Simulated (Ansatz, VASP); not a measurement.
# Two plane-wave programs on SiC

Contents of INCAR:

```
SYSTEM = SiC
ALGO = Normal ; EDIFF = 1E-6
ENCUT = 520 ; GGA = PE
ISIF = 2 ; ISMEAR = -1
LASPH = .TRUE. ; LCHARG = .TRUE.
LELF = .TRUE. ; LREAL = .FALSE.
LVHAR = .TRUE. ; LWAVE = .FALSE.
NBANDS = 11 ; NELM = 100
PREC = Accurate ; SIGMA = 0.1
```

KPOINTS

```
k-points
0
G
  7 7 7
  0 0 0
```

POSCAR

```
SiC
1.0
    0.0000000000      2.1862392558      2.1862392558
    2.1862392558      0.0000000000      2.1862392558
    2.1862392558      2.1862392558      0.0000000000
Si C
1 1
Direct
    0.0000000000      0.0000000000      0.0000000000
    0.2500000000      0.2500000000      0.2500000000
```

Input for Ansatz:

```yaml
crystal:
  lattice:
    - [0.0, 2.186239255838212, 2.186239255838212]
    - [2.186239255838212, 0.0, 2.186239255838212]
    - [2.186239255838212, 2.186239255838212, 0.0]
  atoms:
    - { symbol: Si, position: [0.0, 0.0, 0.0] }
    - { symbol: C, position: [0.25, 0.25, 0.25] }
basis:
  ecutwfc: 500.0
kpoints:
  mp_grid:
    grid: [7, 7, 7]
hamiltonian:
  pseudopotentials:
    kind: paw
scf:
  occupations:
    method: fermi_dirac
output:
  stress: true
```

Alike in both runs: task single point; functional PBE; k mesh 7 × 7 × 7; no spin polarisation.

```csv
,VASP,Ansatz
version,VASP 6.6.1,Ansatz 0.2.0
potentials or method,"VASP PAW PBE potentials, release 64 (Si, C), cutoff 520 eV","plane waves, PAW"
occupations,"fermi-dirac, width 0.1 eV",fermi-dirac
valence electrons in the cell,8,8
```

|  | VASP | Ansatz | Ansatz less VASP |
| --- | --- | --- | --- |
| pressure (GPa) | 1.0 | 1.1 | +0.05 |
